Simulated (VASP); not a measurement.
Crystal: In2Te2O.

```
CELL_PARAMETERS angstrom
4.89264 0.00000 0.00000
-2.44632 4.23715 0.00000
0.00000 0.00000 6.83531
ATOMIC_POSITIONS crystal
In 0.33333 0.66667 0.50000
In 0.66667 0.33333 0.50000
Te 0.33333 0.66667 0.00000
Te 0.66667 0.33333 0.00000
O 0.00000 0.00000 0.00000
```

The cell was built from a structure type or drawn by symmetry, and may not be a known phase.

* Program: VASP 6.6.1
* Task: relaxation of cell and atoms
* Functional: PBE
* Potentials or basis: VASP PAW PBE potentials, release 64 (In_d, Te, O)
* Cutoff: 600 eV
* k mesh: 6 × 6 × 4
* Occupations: gaussian, width 0.1 eV
* Spin: no spin polarisation

At the start: pressure 0.4 GPa; volume 28.34 Å³/atom.

Where does the relaxation end?

Over 5 steps the energy falls by 19.2 meV/atom and the volume is 27.74 Å³/atom (-2.1 %); space group P6/mmm (No. 191, to 0.1 Å) before and after.

Step by step:
| step | energy change (eV) | largest force (eV/Å) | pressure (GPa) | volume (Å³) |
| --- | --- | --- | --- | --- |
| 1 | 0.0000 | 0.0000 | 0.39 | 141.70 |
| 2 | -0.0777 | 0.0000 | -1.04 | 143.04 |
| 3 | -0.0781 | 0.0000 | -1.11 | 143.12 |
| 4 | -0.0956 | 0.0000 | -0.22 | 139.27 |
| 5 | -0.0959 | 0.0000 | -0.08 | 138.71 |

Final structure:
```cif
data_structure
_symmetry_space_group_name_H-M 'P 1'
_symmetry_Int_Tables_number 1
_cell_length_a 4.9606
_cell_length_b 4.9606
_cell_length_c 6.5086
_cell_angle_alpha 90.000
_cell_angle_beta 90.000
_cell_angle_gamma 120.000
_cell_volume 138.71
loop_
_atom_site_label
_atom_site_type_symbol
_atom_site_fract_x
_atom_site_fract_y
_atom_site_fract_z
_atom_site_occupancy
In1 In 0.33333 0.66667 0.50000 1
In2 In 0.66667 0.33333 0.50000 1
Te1 Te 0.33333 0.66667 0.00000 1
Te2 Te 0.66667 0.33333 0.00000 1
O1 O 0.00000 0.00000 0.00000 1
```
